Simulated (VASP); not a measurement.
A run of VASP 6.6.1 is set up as follows.

The input INCAR:

```
SYSTEM = Ge
PREC = Accurate
ENCUT = 520
EDIFF = 1E-7
ISMEAR = 0
SIGMA = 0.017
LREAL = .FALSE.
LASPH = .TRUE.
NELM = 80
ALGO = Normal
ISIF = 2
LWAVE = .FALSE.
LCHARG = .TRUE.
GGA = PE
LELF = .TRUE.
LVHAR = .TRUE.
NBANDS = 21
```

Contents of KPOINTS:

```
Automatic mesh
0
G
  11 11 11
  0 0 0
```

File POSCAR:

```
Ge
1.0
   -2.5744897190      2.5744897190      1.3974126432
    2.5744897190     -2.5744897190      1.3974126432
    2.5744897190      2.5744897190     -1.3974126432
Ge
2
Direct
    0.5000000000      0.5000000000      0.0000000000
    0.2500000000      0.7500000000      0.5000000000
```

Potentials or basis: VASP PAW PBE potentials, release 64 (Ge_d).

Command:

```bash
$ cat potpaw_PBE.64/Ge_d/POTCAR > POTCAR
$ mpirun -np 1 vasp_std > vasp.out
```

Problem. What does it give for the band gap on the k mesh?

Solution. Zero (bands 14 and 15 overlap by 4.71 eV).

Problem. Estimate the pressure.

Solution. 3.3 GPa.

Stress tensor (GPa, compression positive):
```
3.09 0.00 0.00
0.00 3.09 0.00
0.00 0.00 3.59
```

Caveat: the cell stands under pressure.
